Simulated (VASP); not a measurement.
# Mo (Im-3m) in VASP: single point with LDA

Aim: the single point of Mo with LDA.

Program: VASP 6.6.1. These are calculated values, not measurements. Logs are shortened: lines on timing, memory, paths and dates and some standing lists are left out, and cuts for length are marked.

## (1) The cell of the first run

It takes space group Im-3m (No. 229, cubic). Conventional cell: a = 3.115 Å, b = 3.115 Å, c = 3.115 Å, α = 90.00°, β = 90.00°, γ = 90.00°. Within 3.6 Å of Mo (site symmetry m-3m) lie 14 Mo at 2.70 to 3.12 Å.

## (2) Single point, LDA

The input, INCAR:

```
SYSTEM = Mo
ALGO = Fast
EDIFF = 1E-6
ENCUT = 520
GGA = CA
ISIF = 2
ISMEAR = 1
LASPH = .True.
LCHARG = .False.
LREAL = .False.
LWAVE = .False.
NBANDS = 13
NELM = 100
PREC = Accurate
SIGMA = 0.1
```

The input, KPOINTS:

```
k-points
0
Gamma
  18 18 18
  0 0 0
```

The input, POSCAR:

```
Mo
1.0
   -1.5575000000      1.5575000000      1.5575000000
    1.5575000000     -1.5575000000      1.5575000000
    1.5575000000      1.5575000000     -1.5575000000
Mo
1
Direct
    0.0000000000      0.0000000000      0.0000000000
```

Potentials or basis: VASP PAW LDA potentials, release 64 (Mo_sv).

Launch:

```console
cat potpaw_LDA.64/Mo_sv/POTCAR > POTCAR
mpirun -np 1 vasp_std > vasp.out
```

OUTCAR:

```text
SYSTEM = Mo
   EDIFF = 1E-6
   ENCUT = 520
   GGA = CA
   ISIF = 2
   ISMEAR = 1
   LASPH = .True.
   LREAL = .False.
   NELM = 100
   PREC = Accurate

 ion  position               nearest neighbor table
   1  0.000  0.000  0.000-

  LATTYP: Found a body centered cubic cell.
 ALAT       =     3.1150000000

  Lattice vectors:

 A1 = (  -1.5575000000,   1.5575000000,   1.5575000000)
 A2 = (   1.5575000000,  -1.5575000000,   1.5575000000)
 A3 = (   1.5575000000,   1.5575000000,  -1.5575000000)

Analysis of symmetry for initial positions (statically):
=====================================================================
 Subroutine PRICEL returns:
 Original cell was already a primitive cell.

 Routine SETGRP: Setting up the symmetry group for a
 body centered cubic supercell.

 Subroutine GETGRP returns: Found 48 space group operations
 (whereof 48 operations were pure point group operations)
 out of a pool of 48 trial point group operations.

The static configuration has the point symmetry O_h .

Analysis of symmetry for dynamics (positions and initial velocities):
=====================================================================
 Subroutine PRICEL returns:
 Original cell was already a primitive cell.

 Routine SETGRP: Setting up the symmetry group for a
 body centered cubic supercell.

 Subroutine GETGRP returns: Found 48 space group operations
 (whereof 48 operations were pure point group operations)
 out of a pool of 48 trial point group operations.

The dynamic configuration has the point symmetry O_h .

 Subroutine INISYM returns: Found 48 space group operations
 (whereof 48 operations are pure point group operations),
 and found     1 'primitive' translations

----------------------------------------------------------------------------------------

                                     Primitive cell

  volume of cell :      15.1128

  direct lattice vectors                    reciprocal lattice vectors
    -1.557500000  1.557500000  1.557500000     0.000000000  0.321027287  0.321027287
     1.557500000 -1.557500000  1.557500000     0.321027287  0.000000000  0.321027287
     1.557500000  1.557500000 -1.557500000     0.321027287  0.321027287  0.000000000

  length of vectors
     2.697669133  2.697669133  2.697669133     0.454001144  0.454001144  0.454001144

  position of ions in fractional coordinates (direct lattice)
     0.000000000  0.000000000  0.000000000

  ion indices of the primitive-cell ions
   primitive index   ion index
                 1           1

----------------------------------------------------------------------------------------

 KPOINTS: k-points

Automatic generation of k-mesh.
 Grid dimensions read from file:
 generate k-points for:   18   18   18

 Generating k-lattice:

  Cartesian coordinates                     Fractional coordinates (reciprocal lattice)
     0.000000000  0.017834849  0.017834849     0.055555556  0.000000000  0.000000000
     0.017834849  0.000000000  0.017834849     0.000000000  0.055555556  0.000000000
     0.017834849  0.017834849  0.000000000     0.000000000  0.000000000  0.055555556

  Length of vectors
     0.025222286  0.025222286  0.025222286

  Shift w.r.t. Gamma in fractional coordinates (k-lattice)
     0.000000000  0.000000000  0.000000000

 Subroutine IBZKPT returns following result:
 ===========================================

 Found    195 irreducible k-points:

 Following reciprocal coordinates:
            Coordinates               Weight
  0.000000  0.000000  0.000000      1.000000
  0.055556  0.000000  0.000000     12.000000
  0.111111  0.000000  0.000000     12.000000
  0.166667  0.000000  0.000000     12.000000
  0.222222  0.000000  0.000000     12.000000
  0.277778  0.000000  0.000000     12.000000
[... 16 lines left out ...]
  0.333333  0.111111  0.000000     48.000000
  0.388889  0.111111  0.000000     48.000000
 [... further k-points ...]
   k-points           NKPTS =    195   k-points in BZ     NKDIM =    195   number of bands    NBANDS=     13
   number of dos      NEDOS =    301   number of ions     NIONS =      1
   total plane-waves  NPLWV =   8000
   dimension x,y,z NGX =    20 NGY =   20 NGZ =   20
   dimension x,y,z NGXF=    40 NGYF=   40 NGZF=   40
   ions per type =               1
   NGX,Y,Z   is equivalent  to a cutoff of  12.33, 12.33, 12.33 a.u.
   NGXF,Y,Z  is equivalent  to a cutoff of  24.65, 24.65, 24.65 a.u.
 SYSTEM =  Mo
   PREC   = accura    normal or accurate (medium, high low for compatibility)
   ISTART =      0    job   : 0-new  1-cont  2-samecut
   ICHARG =      2    charge: 1-file 2-atom 10-const
   ISPIN  =      1    spin polarized calculation?
   LNONCOLLINEAR =      F non collinear calculations
   LSORBIT =      F    spin-orbit coupling
   LASPH  =      T    aspherical Exc in radial PAW
   ENCUT  =  520.0 eV  38.22 Ry    6.18 a.u.   5.02  5.02  5.02*2*pi/ulx,y,z
   NELM   =    100;   NELMIN=  2; NELMDL= -5     # of ELM steps
   EDIFF  = 0.1E-05   stopping-criterion for ELM
   LREAL  =      F    real-space projection
   EDIFFG = 0.1E-04   stopping-criterion for IOM
   NSW    =      0    number of steps for IOM
   IBRION =     -1    ionic relax: 0-MD 1-quasi-New 2-CG
   NFREE  =      0    steps in history (QN), initial steepest desc. (CG)
   ISIF   =      2    stress and relaxation
   ISYM   =      2    0-nonsym 1-usesym 2-fastsym
   POTIM  = 0.5000    time-step for ionic-motion
   TEBEG  =    0.0;   TEEND  =   0.0 temperature during run
   PSTRESS=    0.0 pullay stress
   NELECT =      14.0000    total number of electrons
   NUPDOWN=      -1.0000    fix difference up-down
   EMIN   =  10.00;   EMAX   =-10.00  energy-range for DOS
   EFERMI =   0.00;   METHOD = LEGACY
   ISMEAR =     1;   SIGMA  =   0.10  broadening in eV -4-tet -1-fermi 0-gaus
   EFERMI_NEDOS =   21; number of points for ismear=-14 and -15
   IALGO  =     68    algorithm
   IMIX   =      4    mixing-type and parameters
     AMIX     =   0.40;   BMIX     =  1.00
     AMIX_MAG =   1.60;   BMIX_MAG =  1.00
  volume/ion in A,a.u.               =      15.11       101.99
  Fermi-wavevector in a.u.,A,eV,Ry     =   1.595889  3.015794 34.652175  2.546863
  Thomas-Fermi vector in A             =   2.693738
   LORBIT       =      0    0 simple, 1 ext, 2 COOP (PROOUT), +10 PAW based schemes
   GGA     = CA    functional components
   LHFCALC =     F    Hartree Fock is set to
   AEXX    =    0.0000 exact exchange contribution
   IVDW    =     0    specifies the selected vdW correction
   LEPSILON=     F    determine dielectric tensor
   LRPA    =     F    only Hartree local field effects (RPA)
 non-spin polarized calculation
 RMM-DIIS sequential band-by-band and
 Methfessel and Paxton  Order N= 1 SIGMA  =   0.10
  energy-cutoff  :      520.00
  volume of cell :       15.11
 maximum number of plane-waves:       420
   NGX =  9   NGY =  9   NGZ =  9

 number of electron      13.9999996 magnetization

 Free energy of the ion-electron system (eV)
  ---------------------------------------------------
  ext. energy  EPLUGINS =         0.00000000
  ---------------------------------------------------
  free energy    TOTEN  =       -12.12942156 eV

  energy without entropy =      -12.13010072  energy(sigma->0) =      -12.12964795

 E-fermi :  13.0560     XC(G=0): -13.7932

 val. band max:       13.0394264939   @ k =  -0.3889   0.4444   0.2778
 cond. band min:      13.0989557482   @ k =  -0.3333   0.3889   0.2778
 fundamental gap:      0.0595292543
 Fermi energy:        13.0559552638

 k-point     1 :       0.0000    0.0000    0.0000
  band No.  band energies     occupation
      1     -47.9262      2.00000
      2     -21.2829      2.00000
      3     -21.2829      2.00000
      4     -21.2829      2.00000
      5       5.6862      2.00000
      6      11.5775      2.00000
      7      11.5775      2.00000
      8      11.5775      2.00000
      9      14.7062     -0.00000
     10      14.7062     -0.00000
     11      27.8931      0.00000
     12      27.8931      0.00000
     13      27.8931      0.00000

 k-point     2 :       0.0556    0.0000    0.0000
  band No.  band energies     occupation
      1     -47.9171      2.00000
      2     -21.3343      2.00000
      3     -21.2986      2.00000
      4     -21.2833      2.00000
      5       5.8293      2.00000
      6      11.4955      2.00000
      7      11.5647      2.00000
      8      11.7124      2.00000
      9      14.5822     -0.00000
     10      14.7079     -0.00000
     11      28.0043      0.00000
     12      28.1342      0.00000
     13      28.1920      0.00000

 k-point     3 :       0.1111    0.0000    0.0000
  band No.  band energies     occupation
      1     -47.8907      2.00000
      2     -21.4808      2.00000
      3     -21.3437      2.00000
      4     -21.2846      2.00000
      5       6.2363      2.00000
      6      11.2681      2.00000
      7      11.5080      2.00000
      8      12.1117      2.00000
      9      14.3113     -0.00000
     10      14.7185     -0.00000
     11      28.2750      0.00000
     12      28.8366      0.00000
     13      28.9435      0.00000
[... 305 lines left out ...]
 k-point    23 :       0.3333    0.1111    0.0000
  band No.  band energies     occupation
      1     -47.6414      2.00000
      2     -22.6562      2.00000
      3     -21.7768      2.00000
      4     -21.3640      2.00000
      5       8.0687      2.00000
      6       9.7450      2.00000
      7      12.4495      2.00000
      8      14.5078     -0.00000
      9      15.5613      0.00000
     10      17.7826      0.00000
     11      26.0025      0.00000
     12      26.7968      0.00000
     13      31.3665      0.00000

 k-point    24 :       0.3889    0.1111    0.0000
  band No.  band energies     occupation
      1     -47.6154      2.00000
      2     -22.7656      2.00000
      3     -21.8288      2.00000
      4     -21.3664      2.00000
      5       7.9132      2.00000
      6       9.6131      2.00000
      7      13.1021      0.30364
      8      14.6329     -0.00000
      9      15.8429      0.00000
     10      18.7059      0.00000
     11      25.1675      0.00000
     12      25.9872      0.00000
     13      30.4150      0.00000

 [... further k-points ...]

------------------------ aborting loop because EDIFF is reached ----------------------------------------

  FORCE on cell =-STRESS in cart. coord.  units (eV):
  Direction    XX          YY          ZZ          XY          YZ          ZX
  --------------------------------------------------------------------------------------
  -------------------------------------------------------------------------------------
  Total        0.0131390      0.0131390      0.0131390      0.0000000     -0.0000000      0.0000000
  in kB        1.3929263      1.3929263      1.3929263      0.0000000     -0.0000000      0.0000000
  external PRESSURE =       1.3929263 kB  Pullay stress =       0.0000000 kB

 VOLUME and BASIS-vectors are now :
 -----------------------------------------------------------------------------
  energy-cutoff  :      520.00
  volume of cell :       15.11
      direct lattice vectors                 reciprocal lattice vectors
    -1.557500000  1.557500000  1.557500000     0.000000000  0.321027287  0.321027287
     1.557500000 -1.557500000  1.557500000     0.321027287  0.000000000  0.321027287
     1.557500000  1.557500000 -1.557500000     0.321027287  0.321027287  0.000000000

 POSITION                                       TOTAL-FORCE (eV/Angst)
 -----------------------------------------------------------------------------------
      0.00000      0.00000      0.00000        -0.000000     -0.000000      0.000000
 -----------------------------------------------------------------------------------
    total drift:                                0.000000     -0.000000      0.000000

  FREE ENERGIE OF THE ION-ELECTRON SYSTEM (eV)
  ---------------------------------------------------
  free  energy   TOTEN  =       -12.1294215647 eV

  energy  without entropy=      -12.1301007191  energy(sigma->0) =      -12.12964795
```

Wall time 19 s (1 thread of Intel Xeon Platinum 8375C at 2.90GHz (Ice Lake), shared host); peak memory 0.14 GiB.

What came out:

| Quantity | Value |
| --- | --- |
| Free energy | -12.1294 eV |
| Pressure | 0.1 GPa |
| Band gap on the k mesh | zero (band 7 reaches 17.22 eV, above the bottom of band 8 at 11.58 eV) |

Levels at points of the mesh, in eV from the Fermi level:
```csv
k point,band 3,band 4,band 5,band 6,band 7,band 8,band 9,band 10,band 11,band 12
"(0.00, 0.00, 0.00)",-34.34,-34.34,-7.37,-1.48,-1.48,-1.48,1.65,1.65,14.84,14.84
"(0.50, 0.00, 0.00)",-34.84,-34.35,-5.58,-3.61,1.71,1.78,2.36,4.98,12.00,12.13
"(0.50, 0.50, 0.50)",-35.42,-35.42,-5.77,-5.77,4.17,4.17,4.17,9.28,9.28,9.28
```
